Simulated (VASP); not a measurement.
# Zn in VASP: a series of runs

The runs below take Zn through single point, with PBEsol.

All numbers are computed with VASP 6.6.1; they aren't measurements. Logs are shortened: lines on timing, memory, paths and dates and some standing lists are left out, and cuts for length are marked.

## Step 1: The cell of the first run

The typed cell holds 2 atoms: a = 2.665 Å, b = 2.653 Å, c = 4.947 Å, α = 89.79°, β = 89.43°, γ = 119.57°.

## Step 2: Single point, PBEsol (equal xy, yz and zx shear strains of +1 %)

INCAR

```
SYSTEM = Zn
PREC     = Accurate       ! precision mode
ENCUT    = 520            ! plane-wave cutoff, eV
EDIFF    = 1E-6           ! SCF threshold, eV
ISMEAR   = -1             ! smearing method
SIGMA    = 0.03           ! smearing width, eV
LREAL    = .False.        ! projectors in reciprocal space
LASPH    = .True.         ! aspherical terms in the spheres
NELM     = 80             ! most SCF steps
ALGO     = Normal         ! electronic algorithm
ISIF     = 2              ! what is computed and relaxed
LWAVE    = .False.        ! write WAVECAR
LCHARG   = .False.        ! write CHGCAR
GGA      = PS             ! functional
NBANDS   = 19             ! bands
```

KPOINTS

```
Automatic mesh
0
Gamma
  16 16 8
  0 0 0
```

POSCAR

```
Zn
1.0
    2.6647980532      0.0133239903      0.0133239903
   -1.3208601126      2.3011208149      0.0048769189
    0.0247335000      0.0247335000      4.9467000000
Zn
2
Direct
    0.3333333333      0.6666666667      0.2500000000
    0.6666666667      0.3333333333      0.7500000000
```

Potentials or basis: VASP PAW PBE potentials, release 64 (Zn).

Launch:

```console
$ cat potpaw_PBE.64/Zn/POTCAR > POTCAR
$ mpirun -np 1 vasp_std > vasp.out
```

OUTCAR:

```text
SYSTEM = Zn
   PREC = Accurate
   ENCUT = 520
   EDIFF = 1E-6
   ISMEAR = -1
   LREAL = .False.
   LASPH = .True.
   NELM = 80
   ISIF = 2
   GGA = PS

 ion  position               nearest neighbor table
   1  0.333  0.667  0.250-   2 2.90   2 2.90   2 2.90   2 2.91   2 2.93   2 2.93
   2  0.667  0.333  0.750-   1 2.90   1 2.90   1 2.90   1 2.91   1 2.93   1 2.93

  LATTYP: Found a triclinic cell.
 ALAT       =     2.6764071472
 B/A-ratio  =     0.9913558883
 C/A-ratio  =     1.8483075982
 COS(alpha) =     0.0036852528
 COS(beta)  =     0.0136346634
 COS(gamma) =     0.5000188431

  Lattice vectors:

 A1 = (   1.3439379406,   2.3144448052,   0.0182009092)
 A2 = (  -1.3208601126,   2.3011208149,   0.0048769189)
 A3 = (   0.0247335000,   0.0247335000,   4.9467000000)

Analysis of symmetry for initial positions (statically):
=====================================================================
 Subroutine PRICEL returns:
 Original cell was already a primitive cell.

 Routine SETGRP: Setting up the symmetry group for a
 triclinic supercell.

 Subroutine GETGRP returns: Found  2 space group operations
 (whereof  2 operations were pure point group operations)
 out of a pool of  2 trial point group operations.

The static configuration has the point symmetry S_2 .

Analysis of symmetry for dynamics (positions and initial velocities):
=====================================================================
 Subroutine PRICEL returns:
 Original cell was already a primitive cell.

 Routine SETGRP: Setting up the symmetry group for a
 triclinic supercell.

 Subroutine GETGRP returns: Found  2 space group operations
 (whereof  2 operations were pure point group operations)
 out of a pool of  2 trial point group operations.

The dynamic configuration has the point symmetry S_2 .

 Subroutine INISYM returns: Found  2 space group operations
 (whereof  2 operations are pure point group operations),
 and found     1 'primitive' translations

----------------------------------------------------------------------------------------

                                     Primitive cell

  volume of cell :      30.4188

  direct lattice vectors                    reciprocal lattice vectors
     2.664798053  0.013323990  0.013323990     0.374203674  0.214801877 -0.002945028
    -1.320860113  2.301120815  0.004876919    -0.002155910  0.433337899 -0.002155910
     0.024733500  0.024733500  4.946700000    -0.001005796 -0.001005796  0.202165030

  length of vectors
     2.664864672  2.653271985  4.946823666     0.431482223  0.433348625  0.202170034

  position of ions in fractional coordinates (direct lattice)
     0.333333333  0.666666667  0.250000000
     0.666666667  0.333333333  0.750000000

  ion indices of the primitive-cell ions
   primitive index   ion index
                 1           1
                 2           2

----------------------------------------------------------------------------------------

 KPOINTS: Automatic mesh

Automatic generation of k-mesh.
 Grid dimensions read from file:
 generate k-points for:   16   16    8

 Generating k-lattice:

  Cartesian coordinates                     Fractional coordinates (reciprocal lattice)
     0.023387730  0.013425117 -0.000184064     0.062500000  0.000000000  0.000000000
    -0.000134744  0.027083619 -0.000134744     0.000000000  0.062500000  0.000000000
    -0.000125725 -0.000125725  0.025270629    -0.000000000  0.000000000  0.125000000

  Length of vectors
     0.026967639  0.027084289  0.025271254

  Shift w.r.t. Gamma in fractional coordinates (k-lattice)
     0.000000000  0.000000000  0.000000000

 Subroutine IBZKPT returns following result:
 ===========================================

 Found   1028 irreducible k-points:

 Following reciprocal coordinates:
            Coordinates               Weight
  0.000000  0.000000  0.000000      1.000000
  0.062500 -0.000000 -0.000000      2.000000
  0.125000 -0.000000 -0.000000      2.000000
  0.187500 -0.000000  0.000000      2.000000
  0.250000 -0.000000 -0.000000      2.000000
  0.312500  0.000000 -0.000000      2.000000
[... 16 lines left out ...]
 -0.187500  0.062500  0.000000      2.000000
 -0.125000  0.062500  0.000000      2.000000
 [... further k-points ...]
   k-points           NKPTS =   1028   k-points in BZ     NKDIM =   1028   number of bands    NBANDS=     19
   number of dos      NEDOS =    301   number of ions     NIONS =      2
   total plane-waves  NPLWV =  16000
   dimension x,y,z NGX =    20 NGY =   20 NGZ =   40
   dimension x,y,z NGXF=    40 NGYF=   40 NGZF=   80
   ions per type =               2
   NGX,Y,Z   is equivalent  to a cutoff of  12.48, 12.53, 13.44 a.u.
   NGXF,Y,Z  is equivalent  to a cutoff of  24.95, 25.06, 26.89 a.u.
 SYSTEM =  Zn
   PREC   = accura    normal or accurate (medium, high low for compatibility)
   ISTART =      0    job   : 0-new  1-cont  2-samecut
   ICHARG =      2    charge: 1-file 2-atom 10-const
   ISPIN  =      1    spin polarized calculation?
   LNONCOLLINEAR =      F non collinear calculations
   LSORBIT =      F    spin-orbit coupling
   LASPH  =      T    aspherical Exc in radial PAW
   ENCUT  =  520.0 eV  38.22 Ry    6.18 a.u.   4.95  4.93  9.20*2*pi/ulx,y,z
   NELM   =     80;   NELMIN=  2; NELMDL= -5     # of ELM steps
   EDIFF  = 0.1E-05   stopping-criterion for ELM
   LREAL  =      F    real-space projection
   EDIFFG = 0.1E-04   stopping-criterion for IOM
   NSW    =      0    number of steps for IOM
   IBRION =     -1    ionic relax: 0-MD 1-quasi-New 2-CG
   NFREE  =      0    steps in history (QN), initial steepest desc. (CG)
   ISIF   =      2    stress and relaxation
   ISYM   =      2    0-nonsym 1-usesym 2-fastsym
   POTIM  = 0.5000    time-step for ionic-motion
   TEBEG  =    0.0;   TEEND  =   0.0 temperature during run
   PSTRESS=    0.0 pullay stress
   NELECT =      24.0000    total number of electrons
   NUPDOWN=      -1.0000    fix difference up-down
   EMIN   =  10.00;   EMAX   =-10.00  energy-range for DOS
   EFERMI =   0.00;   METHOD = LEGACY
   ISMEAR =    -1;   SIGMA  =   0.03  broadening in eV -4-tet -1-fermi 0-gaus
   EFERMI_NEDOS =   21; number of points for ismear=-14 and -15
   IALGO  =     38    algorithm
   IMIX   =      4    mixing-type and parameters
     AMIX     =   0.40;   BMIX     =  1.00
     AMIX_MAG =   1.60;   BMIX_MAG =  1.00
  volume/ion in A,a.u.               =      15.21       102.64
  Fermi-wavevector in a.u.,A,eV,Ry     =   1.512741  2.858665 31.135356  2.288384
  Thomas-Fermi vector in A             =   2.622625
   LORBIT       =      0    0 simple, 1 ext, 2 COOP (PROOUT), +10 PAW based schemes
   GGA     = PS    functional components
   LHFCALC =     F    Hartree Fock is set to
   AEXX    =    0.0000 exact exchange contribution
   IVDW    =     0    specifies the selected vdW correction
   LEPSILON=     F    determine dielectric tensor
   LRPA    =     F    only Hartree local field effects (RPA)
 non-spin polarized calculation
  energy-cutoff  :      520.00
  volume of cell :       30.42
 maximum number of plane-waves:       840
   NGX =  9   NGY =  9   NGZ = 19

 number of electron      24.0000011 magnetization

 Free energy of the ion-electron system (eV)
  ---------------------------------------------------
  ext. energy  EPLUGINS =         0.00000000
  ---------------------------------------------------
  free energy    TOTEN  =        -3.14851589 eV

  energy without entropy =       -3.14792716  energy(sigma->0) =       -3.14822153

 E-fermi :   2.9771     XC(G=0): -11.7008

 val. band max:        2.9654131257   @ k =   0.0000   0.5000   0.5000
 cond. band min:       2.9957687117   @ k =   0.2500  -0.0000   0.1250
 fundamental gap:      0.0303555861
 Fermi energy:         2.9770675035

 k-point     1 :       0.0000    0.0000    0.0000
  band No.  band energies     occupation
      1      -7.4773      2.00000
      2      -5.6485      2.00000
      3      -4.9424      2.00000
      4      -4.7330      2.00000
      5      -4.6903      2.00000
      6      -4.6817      2.00000
[... 11 lines left out ...]
     18      21.8336      0.00000
     19      22.1136      0.00000

 k-point     2 :       0.0625   -0.0000   -0.0000
  band No.  band energies     occupation
      1      -7.3625      2.00000
      2      -5.5985      2.00000
      3      -4.9314      2.00000
      4      -4.7417      2.00000
      5      -4.6917      2.00000
      6      -4.6651      2.00000
[... 11 lines left out ...]
     18      21.1912      0.00000
     19      23.0483      0.00000

 k-point     3 :       0.1250   -0.0000   -0.0000
  band No.  band energies     occupation
      1      -7.0238      2.00000
      2      -5.4662      2.00000
      3      -4.9101      2.00000
      4      -4.7627      2.00000
      5      -4.7057      2.00000
      6      -4.5895      2.00000
[... 11 lines left out ...]
     18      20.2151      0.00000
     19      21.4954      0.00000

 k-point     4 :       0.1875   -0.0000    0.0000
  band No.  band energies     occupation
      1      -6.4874      2.00000
      2      -5.3155      2.00000
      3      -4.8916      2.00000
      4      -4.7915      2.00000
      5      -4.6498      2.00000
      6      -4.6351      2.00000
[... 11 lines left out ...]
     18      19.1382      0.00000
     19      19.3839      0.00000

 k-point     5 :       0.2500   -0.0000   -0.0000
  band No.  band energies     occupation
      1      -5.8592      2.00000
      2      -5.2569      2.00000
      3      -4.8361      2.00000
      4      -4.8242      2.00000
      5      -4.7535      2.00000
      6      -4.5100      2.00000
[... 11 lines left out ...]
     18      18.5111      0.00000
     19      19.0355      0.00000

 k-point     6 :       0.3125    0.0000   -0.0000
  band No.  band energies     occupation
      1      -5.4696      2.00000
      2      -5.2918      2.00000
      3      -4.9933      2.00000
      4      -4.7406      2.00000
      5      -4.5923      2.00000
      6      -4.5543      2.00000
[... 11 lines left out ...]
     18      18.0202      0.00000
     19      19.8625      0.00000

 k-point     7 :       0.3750   -0.0000    0.0000
  band No.  band energies     occupation
      1      -5.4134      2.00000
      2      -5.3340      2.00000
      3      -5.1103      2.00000
      4      -4.6663      2.00000
      5      -4.6424      2.00000
      6      -4.5244      2.00000
[... 11 lines left out ...]
     18      17.6704      0.00000
     19      19.1381      0.00000

 k-point     8 :       0.4375   -0.0000   -0.0000
  band No.  band energies     occupation
      1      -5.4420      2.00000
      2      -5.3601      2.00000
      3      -5.1803      2.00000
      4      -4.7069      2.00000
      5      -4.5857      2.00000
      6      -4.5462      2.00000
[... 256 lines left out ...]
 k-point    20 :      -0.3750    0.0625    0.0000
  band No.  band energies     occupation
      1      -5.3676      2.00000
      2      -5.2805      2.00000
      3      -5.0551      2.00000
      4      -4.6898      2.00000
      5      -4.6423      2.00000
      6      -4.5098      2.00000
[... 11 lines left out ...]
     18      18.3269      0.00000
     19      19.2338      0.00000

 k-point    21 :      -0.3125    0.0625    0.0000
  band No.  band energies     occupation
      1      -5.5387      2.00000
      2      -5.2343      2.00000
      3      -4.9216      2.00000
      4      -4.7836      2.00000
      5      -4.7142      2.00000
      6      -4.5820      2.00000
[... 11 lines left out ...]
     18      19.0534      0.00000
     19      19.4048      0.00000

 k-point    22 :      -0.2500    0.0625    0.0000
  band No.  band energies     occupation
      1      -6.0882      2.00000
      2      -5.2337      2.00000
      3      -4.8789      2.00000
      4      -4.8021      2.00000
      5      -4.7484      2.00000
      6      -4.6165      2.00000
[... 11 lines left out ...]
     18      18.9271      0.00000
     19      19.8727      0.00000

 k-point    23 :      -0.1875    0.0625    0.0000
  band No.  band energies     occupation
      1      -6.6906      2.00000
      2      -5.3533      2.00000
      3      -4.9029      2.00000
      4      -4.7719      2.00000
      5      -4.7100      2.00000
      6      -4.5545      2.00000
[... 11 lines left out ...]
     18      20.4560      0.00000
     19      20.6749      0.00000

 k-point    24 :      -0.1250    0.0625    0.0000
  band No.  band energies     occupation
      1      -7.1321      2.00000
      2      -5.5038      2.00000
      3      -4.9124      2.00000
      4      -4.7439      2.00000
      5      -4.7011      2.00000
      6      -4.6257      2.00000
[... 11 lines left out ...]
     18      21.6181      0.00000
     19      22.1573      0.00000

 [... further k-points ...]

------------------------ aborting loop because EDIFF is reached ----------------------------------------

  FORCE on cell =-STRESS in cart. coord.  units (eV):
  Direction    XX          YY          ZZ          XY          YZ          ZX
  --------------------------------------------------------------------------------------
  -------------------------------------------------------------------------------------
  Total       -0.9911115     -0.9968622     -0.9164528     -0.1507700     -0.1017357     -0.1000779
  in kB      -52.2024361    -52.5053294    -48.2701163     -7.9411471     -5.3584821     -5.2711624
  external PRESSURE =     -50.9926273 kB  Pullay stress =       0.0000000 kB

 VOLUME and BASIS-vectors are now :
 -----------------------------------------------------------------------------
  energy-cutoff  :      520.00
  volume of cell :       30.42
      direct lattice vectors                 reciprocal lattice vectors
     2.664798053  0.013323990  0.013323990     0.374203674  0.214801877 -0.002945028
    -1.320860113  2.301120815  0.004876919    -0.002155910  0.433337899 -0.002155910
     0.024733500  0.024733500  4.946700000    -0.001005796 -0.001005796  0.202165030

 POSITION                                       TOTAL-FORCE (eV/Angst)
 -----------------------------------------------------------------------------------
      0.01388      1.54471      1.24437         0.004123      0.000330     -0.000115
      1.35480      0.79447      3.72053        -0.004123     -0.000330      0.000115
 -----------------------------------------------------------------------------------
    total drift:                                0.000000     -0.000000      0.000000

  FREE ENERGIE OF THE ION-ELECTRON SYSTEM (eV)
  ---------------------------------------------------
  free  energy   TOTEN  =        -3.1485158930 eV

  energy  without entropy=       -3.1479271588  energy(sigma->0) =       -3.14822153
```

Wall time 3.9 min (1 thread of AMD EPYC 9R45 (Zen 5), shared host); peak memory 0.51 GiB.

What came out:

- Free energy: -3.1485 eV
- Pressure: -5.1 GPa
- Largest force: 0.004 eV/Å
- Band gap on the k mesh: zero (band 12 reaches 4.23 eV, above the bottom of band 13 at -0.10 eV)

Forces on the atoms (eV/Å):
```
Zn   0.004  0.000  0.000
Zn  -0.004  0.000  0.000
```

Stress tensor (GPa, compression positive):
```
-5.22 -0.79 -0.53
-0.79 -5.25 -0.54
-0.53 -0.54 -4.83
```

Levels at points of the mesh, in eV from the Fermi level:
| k point | band 8 | band 9 | band 10 | band 11 | band 12 | band 13 | band 14 | band 15 | band 16 | band 17 |
| --- | --- | --- | --- | --- | --- | --- | --- | --- | --- | --- |
| (0.00, 0.00, 0.00) | -7.31 | -7.30 | -7.10 | -7.10 | -3.69 | -3.07 | 13.57 | 17.17 | 17.24 | 17.48 |
| (0.50, 0.00, 0.00) | -7.11 | -6.93 | -6.91 | -2.94 | -2.28 | 2.48 | 3.45 | 3.94 | 5.63 | 10.26 |
| (0.00, 0.50, 0.00) | -7.11 | -6.92 | -6.90 | -2.89 | -2.21 | 2.55 | 3.51 | 4.03 | 5.67 | 10.07 |
| (0.50, 0.50, 0.00) | -7.12 | -6.92 | -6.90 | -2.84 | -2.14 | 2.63 | 3.56 | 4.12 | 5.72 | 9.88 |
| (0.00, 0.00, 0.50) | -7.64 | -7.20 | -7.19 | -7.18 | -7.17 | 4.54 | 4.54 | 18.36 | 18.54 | 18.72 |
| (0.50, 0.00, 0.50) | -7.12 | -6.92 | -6.91 | -2.03 | -1.89 | -0.12 | 0.10 | 9.74 | 10.29 | 12.07 |
| (0.00, 0.50, 0.50) | -7.12 | -6.91 | -6.91 | -1.97 | -1.86 | -0.01 | 0.15 | 9.88 | 10.28 | 11.88 |
| (0.50, 0.50, 0.50) | -7.12 | -6.91 | -6.91 | -1.89 | -1.85 | 0.12 | 0.18 | 10.06 | 10.21 | 11.69 |

Caveat: the cell differs from its parent crystal (equal xy, yz and zx shear strains of +1 %); the PAW data sets were made with another functional, which shifts forces and pressure a little.

## Step 3: Single point, PBEsol (volume scaled by 0.94)

INCAR

```
PREC = Accurate
ENCUT = 520
EDIFF = 1E-6
ISMEAR = -1
SIGMA = 0.03
LREAL = False
LASPH = True
NELM = 80
ALGO = Normal
ISIF = 2
LWAVE = False
LCHARG = False
GGA = PS
NBANDS = 19
```

KPOINTS

```
regular mesh
0
Gamma
  16 16 8
```

POSCAR

```
Zn
1.0
    2.6103991554      0.0000000000      0.0000000000
   -1.3051995777      2.2606719826      0.0000000000
    0.0000000000      0.0000000000      4.8457186040
Zn
2
Direct
    0.3333333333      0.6666666667      0.2500000000
    0.6666666667      0.3333333333      0.7500000000
```

Potentials or basis: VASP PAW PBE potentials, release 64 (Zn).

Launch:

```console
$ cat potpaw_PBE.64/Zn/POTCAR > POTCAR
$ mpirun -np 1 vasp_std > vasp.out
```

It took 51 s on 1 thread of Intel Xeon Platinum 8375C at 2.90GHz (Ice Lake), shared host; peak memory 0.18 GiB.

The run converged. Its results:

```
Free energy            : -3.1834 eV
Pressure               : -0.3 GPa
Band gap on the k mesh : zero (band 12 reaches 4.73 eV, above the bottom of band 13 at 0.40 eV)
```

Stress tensor (GPa, compression positive):
```
 0.20  0.00  0.00
 0.00  0.20  0.00
 0.00  0.00 -1.34
```

Levels at points of the mesh, in eV from the Fermi level:
```csv
k point,band 8,band 9,band 10,band 11,band 12,band 13,band 14,band 15,band 16,band 17
"(0.00, 0.00, 0.00)",-7.42,-7.42,-7.19,-7.19,-4.00,-3.02,14.14,17.86,18.19,18.19
"(0.50, 0.00, 0.00)",-7.20,-6.99,-6.97,-3.08,-2.24,2.74,3.56,4.43,5.82,10.48
"(0.00, 0.00, 0.50)",-7.84,-7.29,-7.29,-7.29,-7.29,4.75,4.75,19.56,19.56,19.56
"(0.50, 0.00, 0.50)",-7.22,-6.98,-6.98,-2.11,-2.11,0.22,0.22,10.50,10.50,12.39
```

Caveat: the PAW data sets were made with another functional, which shifts forces and pressure a little.
